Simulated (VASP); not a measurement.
Runs of VASP 6.6.1 on FeNi3. The structure is that of space group Pm-3m (No. 221), or close to it. The cells are those of the table. 

```tsv
level	cell	k mesh	cutoff (eV)	smearing	dipole correction	tolerance level	purpose	start	gap on the mesh (eV)	pressure (GPa)	moment (μB)
PBE	a = 3.545 Å, 4 atoms	8 × 8 × 8	520	fermi-dirac 0.05 eV	no	-	-	-	none	(b)	4.82
r2SCAN	a = 3.545 Å, 4 atoms	9 × 9 × 9	440	methfessel-paxton 0.1 eV	-	tight	restart	from scratch	none	-5.6	5.25
PBE	a = 3.521 Å, 4 atoms	8 × 8 × 8	520	fermi-dirac 0.05 eV	no	-	-	-	none	3.9	(c)
PBE	a = 3.473 Å, 4 atoms	8 × 8 × 8	520	fermi-dirac 0.05 eV	no	-	-	-	none	13.5	4.65
PBE	a = 3.497 Å, 4 atoms	8 × 8 × 8	520	fermi-dirac 0.05 eV	no	-	-	-	none	(a)	4.71
PBE	a = 3.592 Å, 4 atoms	8 × 8 × 8	520	fermi-dirac 0.05 eV	no	-	-	-	none	-6.9	4.91
PBE	a = 3.568 Å, 4 atoms	8 × 8 × 8	520	fermi-dirac 0.05 eV	no	-	-	-	none	-3.7	4.87
```

Alike in all rows: task single point; potentials or basis VASP PAW PBE potentials, release 64 (Ni, Fe); spin collinear, ferromagnetic start.

Question: Fill in the values left out.

Answer: (a) 8.4; (b) -0.1; (c) 4.77.

Caveats: the cell stands under tension (at least some runs); the cell stands under pressure (at least some runs); the PAW data sets were made with another functional, which shifts forces and pressure a little (at least some runs).

A gap of «none» marks levels without a gap at the run's occupations.
